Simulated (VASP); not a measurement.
Input of a VASP 6.6.1 run:

Contents of INCAR:

```
SYSTEM = CsTlAs
  PREC = Accurate
  ENCUT = 520
  EDIFF = 1E-7
  ISMEAR = 0
  SIGMA = 0.1
  LREAL = .FALSE.
  LASPH = .TRUE.
  NELM = 100
  ALGO = Normal
  ISIF = 2
  LWAVE = .FALSE.
  LCHARG = .TRUE.
  GGA = PE
  LELF = .TRUE.
  LVHAR = .TRUE.
  NBANDS = 36
```

KPOINTS

```
regular mesh
0
G
  4 4 2
  0 0 0
```

File POSCAR:

```
CsTlAs
1.0
    5.0762541453      0.0000000000      0.0000000000
    0.0000000000      5.0762541453      0.0000000000
    0.0000000000      0.0000000000      8.8546250826
Cs Tl As
2 2 2
Direct
    0.5000000000      0.0000000000      0.3087760919
    0.0000000000      0.5000000000      0.6912239081
    0.5000000000      0.0000000000      0.8081651136
    0.0000000000      0.5000000000      0.1918348864
    0.0000000000      0.0000000000      0.0000000000
    0.5000000000      0.5000000000      0.0000000000
```

Potentials or basis: VASP PAW PBE potentials, release 64 (Cs_sv, Tl_d, As).

Launch:

```bash
$ cat potpaw_PBE.64/Cs_sv/POTCAR potpaw_PBE.64/Tl_d/POTCAR potpaw_PBE.64/As/POTCAR > POTCAR
$ mpirun -np 1 vasp_std > vasp.out
```

(1) What does it give for the band gap on the k mesh?

(2) Estimate the pressure.

(3) Predict the largest force.

## Answers

(1) zero (bands 27 and 28 overlap by 2.48 eV).

(2) 0.2 GPa.

(3) 0.010 eV/Å.

Caveat: spin-orbit coupling is left out, which moves the levels of the heavy elements.
